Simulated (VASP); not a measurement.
SnTe: single point with LDA

SnTe:

```
CELL_PARAMETERS angstrom
0.00000 3.21265 3.21265
3.21265 0.00000 3.21265
3.21265 3.21265 0.00000
ATOMIC_POSITIONS crystal
Te 0.50000 0.50000 0.50000
Sn 0.00000 0.00000 0.00000
```

```yaml
Program: VASP 6.6.1
Task: single point
Functional: LDA
Potentials_or_basis: VASP PAW LDA potentials, release 64 (Te, Sn_d)
Cutoff: 520 eV
k_mesh: 7 × 7 × 7
Occupations: fermi-dirac, width 0.05 eV
Spin: no spin polarisation
Dipole_correction: no
Further_INCAR_settings: ALGO = Normal; EDIFF = 1e-06; NBANDS = 17
```

* Pressure: -3.8 GPa

Levels at points of the mesh, in eV from the Fermi level:
```tsv
k point	band 7	band 8	band 9	band 10	band 11	band 12	band 13	band 14
(0.00, 0.00, 0.00)	-5.00	-1.95	-1.95	-1.95	3.17	3.17	3.17	4.89
```

Run time: 12 s on 1 thread of Intel(R) Xeon(R) Platinum 8488C (Sapphire Rapids), on a shared host, peak memory 0.18 GiB.

Caveat: this odd mesh misses L, where the gap lies, so gap, dielectric constants and Born charges aren't listed; spin-orbit coupling is left out, which moves the levels of the heavy elements.
